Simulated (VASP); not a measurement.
Crystal: Zr.

```
Zr
1.0
     3.23200    0.00000    0.00000
    -1.61600    2.79899    0.00000
     0.00000    0.00000    5.14700
Zr
2
Direct
  0.33333 0.66667 0.25000
  0.66667 0.33333 0.75000
```

| Property | Result |
| --- | --- |
| Program | VASP 6.6.1 |
| Task | relaxation of cell and atoms |
| Functional | PBEsol |
| Potentials or basis | VASP PAW PBE potentials, release 64 (Zr_sv) |
| Cutoff | 600 eV |
| k mesh | 7 × 7 × 4 |
| Occupations | gaussian, width 0.05 eV |
| Spin | no spin polarisation |

At the start: pressure -3.1 GPa; volume 23.28 Å³/atom.

**Question.** Where does the relaxation end?

**Answer.** Over 9 steps the energy falls by 7.6 meV/atom and the volume is 22.53 Å³/atom (-3.2 %); space group P6_3/mmc (No. 194, to 0.05 Å).

Step by step:
```tsv
step	energy change (eV)	largest force (eV/Å)	pressure (GPa)	volume (Å³)
1	0.0000	0.0000	-3.13	46.56
2	0.0006	0.0000	3.48	43.56
3	-0.0152	0.0000	-0.02	45.05
4	-0.0152	0.0000	0.04	45.02
5	-0.0152	0.0000	-0.03	45.06
6	-0.0152	0.0000	-0.04	45.07
7	-0.0152	0.0000	-0.07	45.09
8	-0.0152	0.0000	-0.09	45.08
9	-0.0152	0.0000	-0.04	45.05
```

Final structure:
```yaml
crystal:
  lattice:
    - [3.20106, 0.00000, 0.00000]
    - [-1.60053, 2.77220, 0.00000]
    - [0.00000, 0.00000, 5.07676]
  atoms:
    - { symbol: Zr, position: [0.33333, 0.66667, 0.25000] }
    - { symbol: Zr, position: [0.66667, 0.33333, 0.75000] }
```

Caveat: the PAW data sets were made with another functional, which shifts forces and pressure a little.
